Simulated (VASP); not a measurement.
Input of a VASP 6.6.1 run:

The input INCAR:

```
SYSTEM = TaN
PREC = Accurate ; ENCUT = 520
EDIFF = 1E-6 ; ISMEAR = -1
SIGMA = 0.05 ; LREAL = .FALSE.
LASPH = .TRUE. ; NELM = 80
ALGO = Normal ; ISIF = 2
LWAVE = .FALSE. ; LCHARG = .FALSE.
NBANDS = 15
```

Contents of KPOINTS:

```
Automatic mesh
0
G
  10 10 10
  0 0 0
```

Contents of POSCAR:

```
TaN
1.0
    0.0000000000      2.2404226923      2.2404226923
    2.2404226923      0.0000000000      2.2404226923
    2.2404226923      2.2404226923      0.0000000000
Ta N
1 1
Direct
    0.5000000000      0.5000000000      0.5000000000
    0.0000000000      0.0000000000      0.0000000000
```

Potentials or basis: VASP PAW LDA potentials, release 64 (Ta_pv, N).

The run is started by

```bash
$ cat potpaw_LDA.64/Ta_pv/POTCAR potpaw_LDA.64/N/POTCAR > POTCAR
$ mpirun -np 1 vasp_std > vasp.out
```

Problem. What does it give for the pressure?

Solution. -26.4 GPa.

Problem. Estimate the band gap on the k mesh.

Solution. Zero (bands 8 and 9 overlap by 3.69 eV).

Caveat: the cell stands under tension; spin-orbit coupling is left out, which moves the levels of the heavy elements.
